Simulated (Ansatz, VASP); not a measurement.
## BaS in VASP and in Ansatz

```xyz
2
Lattice="0.0000 3.5161 3.5161 3.5161 0.0000 3.5161 3.5161 3.5161 0.0000" Properties=species:S:1:pos:R:3 pbc="T T T"
Ba    0.0000    0.0000    0.0000
S     1.7581    1.7581    1.7581
```

Alike in both runs: functional PBE; k mesh 9 × 9 × 9; occupations fermi-dirac, width 0.08 eV; no spin polarisation.

Ansatz relaxed the structure, and its values are those at the end. VASP's run is a single point on that final structure, the one shown.

```csv
,VASP,Ansatz
version,VASP 6.6.1,Ansatz 0.2.0
potentials or method,"VASP PAW PBE potentials, release 64 (Ba_sv, S)","PAW with Ansatz's default frozen-core files, scalar-relativistic"
plane-wave cutoff (eV),520,420
valence electrons in the cell,16,16
```

|  | VASP | Ansatz | Ansatz less VASP |
| --- | --- | --- | --- |
| pressure (GPa) | 0.5 | 0.0 | -0.43 |

With one functional, cell and mesh, what is left measures potentials, basis and numerics.

Spin-orbit coupling is off throughout.
